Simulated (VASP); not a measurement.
# Re (Im-3m) in VASP: a series of runs

Re is run at these levels: PBE; tasks: single point.

All numbers are computed with VASP 6.6.1; they aren't measurements. Logs are shortened: lines on timing, memory, paths and dates and some standing lists are left out, and cuts for length are marked.

## 1. The cell of the first run

Symmetry: Im-3m, No. 229, cubic system. Conventional cell: a = 3.061 Å, b = 3.061 Å, c = 3.061 Å, α = 90.00°, β = 90.00°, γ = 90.00°. Re (site symmetry m-3m) has 14 Re at 2.65 to 3.06 Å within 3.5 Å.

This isn't the form of Re at room conditions, which is hcp.

## 2. Single point, PBE

Input file INCAR:

```
  ALGO = Normal
  EDIFF = 1E-6
  ENCUT = 600
  GGA = PE
  GGA_COMPAT = F
  ISIF = 2
  ISMEAR = 1
  LASPH = T
  LCHARG = T
  LELF = T
  LREAL = F
  LVHAR = T
  LWAVE = F
  NBANDS = 10
  NELM = 120
  PREC = Accurate
  SIGMA = 0.1
```

Input file KPOINTS:

```
k-points
0
Gamma
  11 11 11
```

Input file POSCAR:

```
Re
1.0
   -1.5306300156      1.5306300156      1.5306300156
    1.5306300156     -1.5306300156      1.5306300156
    1.5306300156      1.5306300156     -1.5306300156
Re
1
Direct
    0.0000000000      0.0000000000      0.0000000000
```

Potentials or basis: VASP PAW PBE potentials, release 64 (Re).

Run with:

```console
$ cat potpaw_PBE.64/Re/POTCAR > POTCAR
$ mpirun -np 1 vasp_std > vasp.out
```

OUTCAR:

```text
EDIFF = 1E-6
   ENCUT = 600
   GGA = PE
   ISIF = 2
   ISMEAR = 1
   LASPH = T
   LREAL = F
   NELM = 120
   PREC = Accurate

 ion  position               nearest neighbor table
   1  0.000  0.000  0.000-

  LATTYP: Found a body centered cubic cell.
 ALAT       =     3.0612600312

  Lattice vectors:

 A1 = (  -1.5306300156,   1.5306300156,   1.5306300156)
 A2 = (   1.5306300156,  -1.5306300156,   1.5306300156)
 A3 = (   1.5306300156,   1.5306300156,  -1.5306300156)

Analysis of symmetry for initial positions (statically):
=====================================================================
 Subroutine PRICEL returns:
 Original cell was already a primitive cell.

 Routine SETGRP: Setting up the symmetry group for a
 body centered cubic supercell.

 Subroutine GETGRP returns: Found 48 space group operations
 (whereof 48 operations were pure point group operations)
 out of a pool of 48 trial point group operations.

The static configuration has the point symmetry O_h .

Analysis of symmetry for dynamics (positions and initial velocities):
=====================================================================
 Subroutine PRICEL returns:
 Original cell was already a primitive cell.

 Routine SETGRP: Setting up the symmetry group for a
 body centered cubic supercell.

 Subroutine GETGRP returns: Found 48 space group operations
 (whereof 48 operations were pure point group operations)
 out of a pool of 48 trial point group operations.

The dynamic configuration has the point symmetry O_h .

 Subroutine INISYM returns: Found 48 space group operations
 (whereof 48 operations are pure point group operations),
 and found     1 'primitive' translations

----------------------------------------------------------------------------------------

                                     Primitive cell

  volume of cell :      14.3440

  direct lattice vectors                    reciprocal lattice vectors
    -1.530630016  1.530630016  1.530630016     0.000000000  0.326662874  0.326662874
     1.530630016 -1.530630016  1.530630016     0.326662874  0.000000000  0.326662874
     1.530630016  1.530630016 -1.530630016     0.326662874  0.326662874  0.000000000

  length of vectors
     2.651128955  2.651128955  2.651128955     0.461971067  0.461971067  0.461971067

  position of ions in fractional coordinates (direct lattice)
     0.000000000  0.000000000  0.000000000

  ion indices of the primitive-cell ions
   primitive index   ion index
                 1           1

----------------------------------------------------------------------------------------

 KPOINTS: k-points

Automatic generation of k-mesh.
 Grid dimensions read from file:
 generate k-points for:   11   11   11

 Generating k-lattice:

  Cartesian coordinates                     Fractional coordinates (reciprocal lattice)
     0.000000000  0.029696625  0.029696625     0.090909091  0.000000000  0.000000000
     0.029696625  0.000000000  0.029696625     0.000000000  0.090909091  0.000000000
     0.029696625  0.029696625  0.000000000     0.000000000  0.000000000  0.090909091

  Length of vectors
     0.041997370  0.041997370  0.041997370

  Shift w.r.t. Gamma in fractional coordinates (k-lattice)
     0.000000000  0.000000000  0.000000000

 Subroutine IBZKPT returns following result:
 ===========================================

 Found     56 irreducible k-points:

 Following reciprocal coordinates:
            Coordinates               Weight
  0.000000  0.000000  0.000000      1.000000
  0.090909  0.000000  0.000000     12.000000
  0.181818  0.000000  0.000000     12.000000
  0.272727  0.000000  0.000000     12.000000
  0.363636  0.000000  0.000000     12.000000
  0.454545  0.000000  0.000000     12.000000
[... 16 lines left out ...]
  0.272727  0.181818  0.090909     48.000000
  0.363636  0.181818  0.090909     24.000000
 [... further k-points ...]
   k-points           NKPTS =     56   k-points in BZ     NKDIM =     56   number of bands    NBANDS=     10
   number of dos      NEDOS =    301   number of ions     NIONS =      1
   total plane-waves  NPLWV =  13824
   dimension x,y,z NGX =    24 NGY =   24 NGZ =   24
   dimension x,y,z NGXF=    48 NGYF=   48 NGZF=   48
   ions per type =               1
   NGX,Y,Z   is equivalent  to a cutoff of  15.05, 15.05, 15.05 a.u.
   NGXF,Y,Z  is equivalent  to a cutoff of  30.10, 30.10, 30.10 a.u.
 SYSTEM =  unknown system
   PREC   = accura    normal or accurate (medium, high low for compatibility)
   ISTART =      0    job   : 0-new  1-cont  2-samecut
   ICHARG =      2    charge: 1-file 2-atom 10-const
   ISPIN  =      1    spin polarized calculation?
   LNONCOLLINEAR =      F non collinear calculations
   LSORBIT =      F    spin-orbit coupling
   LASPH  =      T    aspherical Exc in radial PAW
   ENCUT  =  600.0 eV  44.10 Ry    6.64 a.u.   5.29  5.29  5.29*2*pi/ulx,y,z
   NELM   =    120;   NELMIN=  2; NELMDL= -5     # of ELM steps
   EDIFF  = 0.1E-05   stopping-criterion for ELM
   LREAL  =      F    real-space projection
   EDIFFG = 0.1E-04   stopping-criterion for IOM
   NSW    =      0    number of steps for IOM
   IBRION =     -1    ionic relax: 0-MD 1-quasi-New 2-CG
   NFREE  =      0    steps in history (QN), initial steepest desc. (CG)
   ISIF   =      2    stress and relaxation
   ISYM   =      2    0-nonsym 1-usesym 2-fastsym
   POTIM  = 0.5000    time-step for ionic-motion
   TEBEG  =    0.0;   TEEND  =   0.0 temperature during run
   PSTRESS=    0.0 pullay stress
   NELECT =       7.0000    total number of electrons
   NUPDOWN=      -1.0000    fix difference up-down
   EMIN   =  10.00;   EMAX   =-10.00  energy-range for DOS
   EFERMI =   0.00;   METHOD = LEGACY
   ISMEAR =     1;   SIGMA  =   0.10  broadening in eV -4-tet -1-fermi 0-gaus
   EFERMI_NEDOS =   21; number of points for ismear=-14 and -15
   IALGO  =     38    algorithm
   IMIX   =      4    mixing-type and parameters
     AMIX     =   0.40;   BMIX     =  1.00
     AMIX_MAG =   1.60;   BMIX_MAG =  1.00
  volume/ion in A,a.u.               =      14.34        96.80
  Fermi-wavevector in a.u.,A,eV,Ry     =   1.288894  2.435657 22.602657  1.661248
  Thomas-Fermi vector in A             =   2.420820
   LORBIT       =      0    0 simple, 1 ext, 2 COOP (PROOUT), +10 PAW based schemes
   GGA     = PE    functional components
   LHFCALC =     F    Hartree Fock is set to
   AEXX    =    0.0000 exact exchange contribution
   IVDW    =     0    specifies the selected vdW correction
   LEPSILON=     F    determine dielectric tensor
   LRPA    =     F    only Hartree local field effects (RPA)
 non-spin polarized calculation
 Methfessel and Paxton  Order N= 1 SIGMA  =   0.10
  energy-cutoff  :      600.00
  volume of cell :       14.34
 maximum number of plane-waves:       488
 NGX is ok and might be reduce to    24
   NGX = 11   NGY = 11   NGZ = 11

 number of electron       7.0000000 magnetization

 Free energy of the ion-electron system (eV)
  ---------------------------------------------------
  ext. energy  EPLUGINS =         0.00000000
  ---------------------------------------------------
  free energy    TOTEN  =       -12.06635227 eV

  energy without entropy =      -12.06559805  energy(sigma->0) =      -12.06610086

 E-fermi :   9.2232     XC(G=0): -13.8749

 val. band max:        9.2110289978   @ k =  -0.4545   0.4545   0.0909
 cond. band min:       9.2261116720   @ k =   0.0909   0.0909   0.0909
 fundamental gap:      0.0150826741
 Fermi energy:         9.2231807407

 k-point     1 :       0.0000    0.0000    0.0000
  band No.  band energies     occupation
      1      -1.8299      2.00000
      2       6.3386      2.00000
      3       6.3386      2.00000
      4       6.3386      2.00000
      5       9.9476     -0.00000
      6       9.9476     -0.00000
      7      24.7644      0.00000
      8      24.7644      0.00000
      9      24.7644      0.00000
     10      37.2856      0.00000

 k-point     2 :       0.0909    0.0000    0.0000
  band No.  band energies     occupation
      1      -1.4158      2.00000
      2       6.1057      2.00000
      3       6.2919      2.00000
      4       6.7443      2.00000
      5       9.6189     -0.00000
      6       9.9598     -0.00000
      7      25.0751      0.00000
      8      25.4631      0.00000
      9      25.6407      0.00000
     10      34.5037      0.00000

 k-point     3 :       0.1818    0.0000    0.0000
  band No.  band energies     occupation
      1      -0.3114      2.00000
      2       5.5312      2.00000
      3       6.0533      2.00000
      4       7.9216      2.00000
      5       9.2352      0.79831
      6      10.0318     -0.00000
      7      25.3909      0.00000
      8      26.9381      0.00000
      9      27.4165      0.00000
     10      32.1155      0.00000

 k-point     4 :       0.2727    0.0000    0.0000
  band No.  band energies     occupation
      1       0.9384      2.00000
      2       4.8661      2.00000
      3       5.9737      2.00000
      4       9.4003     -0.03116
      5       9.7356     -0.00000
      6      10.2191     -0.00000
      7      24.2587      0.00000
      8      25.3684      0.00000
      9      30.3028      0.00000
     10      32.7404      0.00000
[... 222 lines left out ...]
 k-point    22 :       0.1818    0.1818    0.0909
  band No.  band energies     occupation
      1       2.8985      2.00000
      2       4.4486      2.00000
      3       4.6724      2.00000
      4       9.9750     -0.00000
      5      10.5489     -0.00000
      6      13.8254      0.00000
      7      22.2215      0.00000
      8      24.4871      0.00000
      9      24.8733      0.00000
     10      29.5173      0.00000

 k-point    23 :       0.2727    0.1818    0.0909
  band No.  band energies     occupation
      1       3.1269      2.00000
      2       4.2306      2.00000
      3       5.7782      2.00000
      4      10.2464     -0.00000
      5      10.7904     -0.00000
      6      16.1390      0.00000
      7      18.9780      0.00000
      8      22.9031      0.00000
      9      24.2934      0.00000
     10      31.8133      0.00000

 k-point    24 :       0.3636    0.1818    0.0909
  band No.  band energies     occupation
      1       3.0511      2.00000
      2       4.1569      2.00000
      3       6.5997      2.00000
      4      10.3631     -0.00000
      5      10.8896     -0.00000
      6      17.3755      0.00000
      7      17.3832      0.00000
      8      22.1734      0.00000
      9      24.0916      0.00000
     10      33.6929      0.00000

 [... further k-points ...]

------------------------ aborting loop because EDIFF is reached ----------------------------------------

  FORCE on cell =-STRESS in cart. coord.  units (eV):
  Direction    XX          YY          ZZ          XY          YZ          ZX
  --------------------------------------------------------------------------------------
  -------------------------------------------------------------------------------------
  Total        1.7809602      1.7809602      1.7809602     -0.0000000     -0.0000000     -0.0000000
  in kB      198.9271781    198.9271781    198.9271781     -0.0000000     -0.0000000     -0.0000000
  external PRESSURE =     198.9271781 kB  Pullay stress =       0.0000000 kB

 VOLUME and BASIS-vectors are now :
 -----------------------------------------------------------------------------
  energy-cutoff  :      600.00
  volume of cell :       14.34
      direct lattice vectors                 reciprocal lattice vectors
    -1.530630016  1.530630016  1.530630016     0.000000000  0.326662874  0.326662874
     1.530630016 -1.530630016  1.530630016     0.326662874  0.000000000  0.326662874
     1.530630016  1.530630016 -1.530630016     0.326662874  0.326662874  0.000000000

 POSITION                                       TOTAL-FORCE (eV/Angst)
 -----------------------------------------------------------------------------------
      0.00000      0.00000      0.00000        -0.000000      0.000000      0.000000
 -----------------------------------------------------------------------------------
    total drift:                                0.000000     -0.000000     -0.000000

  FREE ENERGIE OF THE ION-ELECTRON SYSTEM (eV)
  ---------------------------------------------------
  free  energy   TOTEN  =       -12.0663522650 eV

  energy  without entropy=      -12.0655980511  energy(sigma->0) =      -12.06610086
```

Run time: 9.5 s. Hardware: 1 thread of AMD EPYC 9R45 (Zen 5), shared host; peak memory 0.11 GiB.

What came out:

```yaml
Free_energy: -12.0664 eV
Pressure: 19.9 GPa
Band_gap_on_the_k_mesh: zero (an odd number of electrons rules out a gap without spin polarisation)
```

Levels at points of the mesh, in eV from the Fermi level:
```csv
k point,band 1,band 2,band 3,band 4,band 5,band 6,band 7
"(0.00, 0.00, 0.00)",-11.05,-2.88,-2.88,-2.88,0.72,0.72,15.54
```

Caveat: the cell stands under pressure; spin-orbit coupling is left out, which moves the levels of the heavy elements.

(Part 1 of 2 ends here.)
